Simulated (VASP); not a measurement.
# Se (P3_121) in VASP: further runs

Se is run at these levels: PBE, PBEsol; tasks: single point.

Program: VASP 6.6.1. These are calculated values, not measurements. Logs are shortened: lines on timing, memory, paths and dates and some standing lists are left out, and cuts for length are marked.

## (1) The cell of the first run

The structure is trigonal, space group P3_121 (No. 152). The conventional cell has a = 4.366 Å, b = 4.366 Å, c = 4.954 Å, α = 90.00°, β = 90.00°, γ = 120.00°. Se (site symmetry 2) has 2 Se at 2.37 Å within 3.1 Å.

## (2) Single point, PBE

File INCAR:

```
ALGO     = Normal         # electronic algorithm
EDIFF    = 1E-6           # SCF threshold, eV
ENCUT    = 520            # plane-wave cutoff, eV
GGA      = PE             # functional
ISIF     = 2              # what is computed and relaxed
ISMEAR   = 0              # smearing method
LASPH    = T              # aspherical terms in the spheres
LCHARG   = T              # write CHGCAR
LELF     = T              # ELF
LREAL    = F              # projectors in reciprocal space
LVHAR    = T            
LWAVE    = F              # write WAVECAR
NBANDS   = 16             # bands
NELM     = 60             # most SCF steps
PREC     = Accurate       # precision mode
SIGMA    = 0.026000000000000002 # smearing width, eV
```

File KPOINTS:

```
k-points
0
Gamma
  7 7 6
```

File POSCAR:

```
Se
1.0
    4.3662000000      0.0000000000      0.0000000000
   -2.1831000000      3.7812401180      0.0000000000
    0.0000000000      0.0000000000      4.9536000000
Se
3
Direct
    0.7746000000      0.7746000000      0.0000000000
    0.0000000000      0.2254000000      0.6666666667
    0.2254000000      0.0000000000      0.3333333333
```

Potentials or basis: VASP PAW PBE potentials, release 64 (Se).

Command:

```console
$ cat potpaw_PBE.64/Se/POTCAR > POTCAR
$ mpirun -np 1 vasp_std > vasp.out
```

OUTCAR:

```text
EDIFF = 1E-6
   ENCUT = 520
   GGA = PE
   ISIF = 2
   ISMEAR = 0
   LASPH = T
   LREAL = F
   NELM = 60
   PREC = Accurate

 ion  position               nearest neighbor table
   1  0.775  0.775  0.000-   2 2.37   3 2.37
   2  0.000  0.225  0.667-   1 2.37   3 2.37
   3  0.225  0.000  0.333-   1 2.37   2 2.37

  LATTYP: Found a hexagonal cell.
 ALAT       =     4.3662000000
 C/A-ratio  =     1.1345334616

  Lattice vectors:

 A1 = (   4.3662000000,   0.0000000000,   0.0000000000)
 A2 = (  -2.1831000000,   3.7812401180,   0.0000000000)
 A3 = (   0.0000000000,   0.0000000000,   4.9536000000)

Analysis of symmetry for initial positions (statically):
=====================================================================
 Subroutine PRICEL returns:
 Original cell was already a primitive cell.

 Routine SETGRP: Setting up the symmetry group for a
 hexagonal supercell.

 Subroutine GETGRP returns: Found  6 space group operations
 (whereof  2 operations were pure point group operations)
 out of a pool of 24 trial point group operations.

The static configuration has the point symmetry C_2 .
 The point group associated with its full space group is D_3 .

Analysis of symmetry for dynamics (positions and initial velocities):
=====================================================================
 Subroutine PRICEL returns:
 Original cell was already a primitive cell.

 Routine SETGRP: Setting up the symmetry group for a
 hexagonal supercell.

 Subroutine GETGRP returns: Found  6 space group operations
 (whereof  2 operations were pure point group operations)
 out of a pool of 24 trial point group operations.

The dynamic configuration has the point symmetry C_2 .
 The point group associated with its full space group is D_3 .

 Subroutine INISYM returns: Found  6 space group operations
 (whereof  2 operations are pure point group operations),
 and found     1 'primitive' translations

----------------------------------------------------------------------------------------

                                     Primitive cell

  volume of cell :      81.7822

  direct lattice vectors                    reciprocal lattice vectors
     4.366200000  0.000000000  0.000000000     0.229032110  0.132231751  0.000000000
    -2.183100000  3.781240118  0.000000000     0.000000000  0.264463501  0.000000000
     0.000000000  0.000000000  4.953600000     0.000000000  0.000000000  0.201873385

  length of vectors
     4.366200000  4.366200000  4.953600000     0.264463501  0.264463501  0.201873385

  position of ions in fractional coordinates (direct lattice)
     0.774600000  0.774600000  0.000000000
     0.000000000  0.225400000  0.666666667
     0.225400000  0.000000000  0.333333333

  ion indices of the primitive-cell ions
   primitive index   ion index
                 1           1
                 2           2
                 3           3

----------------------------------------------------------------------------------------

 KPOINTS: k-points

Automatic generation of k-mesh.
 Grid dimensions read from file:
 generate k-points for:    7    7    6

 Generating k-lattice:

  Cartesian coordinates                     Fractional coordinates (reciprocal lattice)
     0.032718873  0.018890250  0.000000000     0.142857143  0.000000000  0.000000000
     0.000000000  0.037780500  0.000000000     0.000000000  0.142857143  0.000000000
     0.000000000  0.000000000  0.033645564     0.000000000  0.000000000  0.166666667

  Length of vectors
     0.037780500  0.037780500  0.033645564

  Shift w.r.t. Gamma in fractional coordinates (k-lattice)
     0.000000000  0.000000000  0.000000000

 Subroutine IBZKPT returns following result:
 ===========================================

 Found     40 irreducible k-points:

 Following reciprocal coordinates:
            Coordinates               Weight
  0.000000  0.000000  0.000000      1.000000
  0.142857  0.000000  0.000000      6.000000
  0.285714 -0.000000  0.000000      6.000000
  0.428571  0.000000  0.000000      6.000000
  0.142857  0.142857  0.000000      6.000000
  0.285714  0.142857  0.000000     12.000000
[... 16 lines left out ...]
  0.000000  0.142857  0.333333      6.000000
  0.285714 -0.000000  0.333333      6.000000
 [... further k-points ...]
   k-points           NKPTS =     40   k-points in BZ     NKDIM =     40   number of bands    NBANDS=     16
   number of dos      NEDOS =    301   number of ions     NIONS =      3
   total plane-waves  NPLWV =  40960
   dimension x,y,z NGX =    32 NGY =   32 NGZ =   40
   dimension x,y,z NGXF=    64 NGYF=   64 NGZF=   80
   ions per type =               3
   NGX,Y,Z   is equivalent  to a cutoff of  12.18, 12.18, 13.42 a.u.
   NGXF,Y,Z  is equivalent  to a cutoff of  24.37, 24.37, 26.85 a.u.
 SYSTEM =  unknown system
   PREC   = accura    normal or accurate (medium, high low for compatibility)
   ISTART =      0    job   : 0-new  1-cont  2-samecut
   ICHARG =      2    charge: 1-file 2-atom 10-const
   ISPIN  =      1    spin polarized calculation?
   LNONCOLLINEAR =      F non collinear calculations
   LSORBIT =      F    spin-orbit coupling
   LASPH  =      T    aspherical Exc in radial PAW
   ENCUT  =  520.0 eV  38.22 Ry    6.18 a.u.   8.12  8.12  9.21*2*pi/ulx,y,z
   NELM   =     60;   NELMIN=  2; NELMDL= -5     # of ELM steps
   EDIFF  = 0.1E-05   stopping-criterion for ELM
   LREAL  =      F    real-space projection
   EDIFFG = 0.1E-04   stopping-criterion for IOM
   NSW    =      0    number of steps for IOM
   IBRION =     -1    ionic relax: 0-MD 1-quasi-New 2-CG
   NFREE  =      0    steps in history (QN), initial steepest desc. (CG)
   ISIF   =      2    stress and relaxation
   ISYM   =      2    0-nonsym 1-usesym 2-fastsym
   POTIM  = 0.5000    time-step for ionic-motion
   TEBEG  =    0.0;   TEEND  =   0.0 temperature during run
   PSTRESS=    0.0 pullay stress
   NELECT =      18.0000    total number of electrons
   NUPDOWN=      -1.0000    fix difference up-down
   EMIN   =  10.00;   EMAX   =-10.00  energy-range for DOS
   EFERMI =   0.00;   METHOD = LEGACY
   ISMEAR =     0;   SIGMA  =   0.03  broadening in eV -4-tet -1-fermi 0-gaus
   EFERMI_NEDOS =   21; number of points for ismear=-14 and -15
   IALGO  =     38    algorithm
   IMIX   =      4    mixing-type and parameters
     AMIX     =   0.40;   BMIX     =  1.00
     AMIX_MAG =   1.60;   BMIX_MAG =  1.00
  volume/ion in A,a.u.               =      27.26       183.96
  Fermi-wavevector in a.u.,A,eV,Ry     =   0.988430  1.867862 13.292817  0.976995
  Thomas-Fermi vector in A             =   2.119956
   LORBIT       =      0    0 simple, 1 ext, 2 COOP (PROOUT), +10 PAW based schemes
   GGA     = PE    functional components
   LHFCALC =     F    Hartree Fock is set to
   AEXX    =    0.0000 exact exchange contribution
   IVDW    =     0    specifies the selected vdW correction
   LEPSILON=     F    determine dielectric tensor
   LRPA    =     F    only Hartree local field effects (RPA)
 non-spin polarized calculation
 Gauss-broadening in eV      SIGMA  =   0.03
  energy-cutoff  :      520.00
  volume of cell :       81.78
 maximum number of plane-waves:      2214
   NGX = 17   NGY = 17   NGZ = 19

 number of electron      18.0000001 magnetization

 Free energy of the ion-electron system (eV)
  ---------------------------------------------------
  ext. energy  EPLUGINS =         0.00000000
  ---------------------------------------------------
  free energy    TOTEN  =       -10.46996577 eV

  energy without entropy =      -10.46996577  energy(sigma->0) =      -10.46996577

 E-fermi :   2.7959     XC(G=0):  -8.8425

 val. band max:        2.6765491719   @ k =   0.4286   0.1429   0.5000
 cond. band min:       3.8914034215   @ k =   0.0000   0.0000   0.5000
 fundamental gap:      1.2148542497
 Fermi energy:         2.7958845565

 k-point     1 :       0.0000    0.0000    0.0000
  band No.  band energies     occupation
      1     -13.1746      2.00000
      2      -9.0519      2.00000
      3      -9.0519      2.00000
      4      -1.1591      2.00000
      5      -1.1591      2.00000
      6      -1.0823      2.00000
[... 8 lines left out ...]
     15       9.1616      0.00000
     16      11.0592      0.00000

 k-point     2 :       0.1429    0.0000    0.0000
  band No.  band energies     occupation
      1     -13.0962      2.00000
      2      -9.1239      2.00000
      3      -9.0444      2.00000
      4      -1.7427      2.00000
      5      -1.4101      2.00000
      6      -0.8961      2.00000
[... 8 lines left out ...]
     15       9.8476      0.00000
     16      11.0055      0.00000

 k-point     3 :       0.2857   -0.0000    0.0000
  band No.  band energies     occupation
      1     -12.9020      2.00000
      2      -9.3199      2.00000
      3      -9.0269      2.00000
      4      -2.2684      2.00000
      5      -1.7739      2.00000
      6      -0.9287      2.00000
[... 8 lines left out ...]
     15      10.8837      0.00000
     16      11.7526      0.00000

 k-point     4 :       0.4286    0.0000    0.0000
  band No.  band energies     occupation
      1     -12.7221      2.00000
      2      -9.5171      2.00000
      3      -9.0122      2.00000
      4      -2.4604      2.00000
      5      -2.0050      2.00000
      6      -0.8368      2.00000
[... 8 lines left out ...]
     15      11.9576      0.00000
     16      12.6571      0.00000
[... 324 lines left out ...]
 k-point    22 :       0.1429    0.0000    0.3333
  band No.  band energies     occupation
      1     -12.5805      2.00000
      2     -11.1223      2.00000
      3      -7.3152      2.00000
      4      -2.1383      2.00000
      5      -1.2560      2.00000
      6      -0.6890      2.00000
[... 8 lines left out ...]
     15      10.3494      0.00000
     16      10.6332      0.00000

 k-point    23 :       0.0000    0.1429    0.3333
  band No.  band energies     occupation
      1     -12.5795      2.00000
      2     -11.1256      2.00000
      3      -7.3036      2.00000
      4      -2.1695      2.00000
      5      -1.3485      2.00000
      6      -0.7134      2.00000
[... 8 lines left out ...]
     15      10.1709      0.00000
     16      10.8576      0.00000

 k-point    24 :       0.2857   -0.0000    0.3333
  band No.  band energies     occupation
      1     -12.4069      2.00000
      2     -11.0128      2.00000
      3      -7.7166      2.00000
      4      -2.4874      2.00000
      5      -1.7593      2.00000
      6      -0.9106      2.00000
[... 8 lines left out ...]
     15      10.3151      0.00000
     16      10.9498      0.00000

 [... further k-points ...]

------------------------ aborting loop because EDIFF is reached ----------------------------------------

  FORCE on cell =-STRESS in cart. coord.  units (eV):
  Direction    XX          YY          ZZ          XY          YZ          ZX
  --------------------------------------------------------------------------------------
  -------------------------------------------------------------------------------------
  Total        1.1730462      1.1730462      2.1102848     -0.0000000      0.0000000      0.0000000
  in kB       22.9808921     22.9808921     41.3421284     -0.0000000      0.0000000      0.0000000
  external PRESSURE =      29.1013042 kB  Pullay stress =       0.0000000 kB

 VOLUME and BASIS-vectors are now :
 -----------------------------------------------------------------------------
  energy-cutoff  :      520.00
  volume of cell :       81.78
      direct lattice vectors                 reciprocal lattice vectors
     4.366200000  0.000000000  0.000000000     0.229032110  0.132231751  0.000000000
    -2.183100000  3.781240118  0.000000000     0.000000000  0.264463501  0.000000000
     0.000000000  0.000000000  4.953600000     0.000000000  0.000000000  0.201873385

 POSITION                                       TOTAL-FORCE (eV/Angst)
 -----------------------------------------------------------------------------------
      1.69103      2.92895      0.00000        -0.216970     -0.375804     -0.000000
     -0.49207      0.85229      3.30240        -0.216970      0.375804      0.000000
      0.98414      0.00000      1.65120         0.433941      0.000000     -0.000000
 -----------------------------------------------------------------------------------
    total drift:                                0.000000      0.000000      0.000000

  FREE ENERGIE OF THE ION-ELECTRON SYSTEM (eV)
  ---------------------------------------------------
  free  energy   TOTEN  =       -10.4699657724 eV

  energy  without entropy=      -10.4699657724  energy(sigma->0) =      -10.46996577
```

Wall time 22 s (1 thread of Intel Xeon 6975P-C (Granite Rapids), shared host); peak memory 0.2 GiB.

What came out:

```yaml
Free_energy: -10.4700 eV
Pressure: 2.9 GPa
Largest_force: 0.434 eV/Å
Band_gap_on_the_k_mesh: 1.21 eV, indirect (least direct gap 1.47 eV)
```

Forces on the atoms (eV/Å):
```
Se  -0.217 -0.376  0.000
Se  -0.217  0.376  0.000
Se   0.434  0.000  0.000
```

A k mesh can miss the band edges. PBE gaps usually lie below the measured ones, often by a third to a half.

## (3) Single point, PBEsol

This run uses another cell than the first one, of 18.12 Å³/atom, 0.665 times its volume.

File INCAR:

```
ALGO = Normal
EDIFF = 1E-7
ENCUT = 520
GGA = PS
ISIF = 2
ISMEAR = -1
LASPH = True
LCHARG = True
LELF = True
LREAL = False
LVHAR = True
LWAVE = False
NBANDS = 16
NELM = 80
PREC = Accurate
SIGMA = 0.05
```

KPOINTS is that of step 2.

File POSCAR:

```
Se
1.0
    3.4935098106      0.0000000000      0.0000000000
   -1.7467549053      3.0254682444      0.0000000000
    0.0000000000      0.0000000000      5.1420530774
Se
3
Direct
    0.7060804506      0.7060804506      0.0000000000
    0.0000000000      0.2939195494      0.6666666667
    0.2939195494      0.0000000000      0.3333333333
```

Potentials or basis: VASP PAW PBE potentials, release 64 (Se).

Command:

```console
$ cat potpaw_PBE.64/Se/POTCAR > POTCAR
$ mpirun -np 1 vasp_std > vasp.out
```

Wall time 49 s (1 thread of AMD EPYC 7R13, shared host); peak memory 0.16 GiB.

The run converged. Its results:

```
Free energy            : -10.7687 eV
Pressure               : 20.3 GPa
Largest force          : 0.026 eV/Å
Band gap on the k mesh : zero (filled and empty bands touch)
```

Forces on the atoms (eV/Å):
```
Se  -0.013 -0.023  0.000
Se  -0.013  0.023  0.000
Se   0.026  0.000  0.000
```

Stress tensor (GPa, compression positive):
```
20.25  0.00  0.00
 0.00 20.25  0.00
 0.00  0.00 20.48
```

Levels at points of the mesh, in eV from the Fermi level:
| k point | band 7 | band 8 | band 9 | band 10 | band 11 | band 12 |
| --- | --- | --- | --- | --- | --- | --- |
| (0.00, 0.00, 0.00) | -1.98 | -1.98 | -1.41 | 1.67 | 1.67 | 2.92 |
| (0.00, 0.00, 0.50) | -1.25 | -0.60 | -0.60 | 0.35 | 0.99 | 0.99 |

Caveat: the PAW data sets were made with another functional, which shifts forces and pressure a little.

(Part 1 of 2 ends here.)
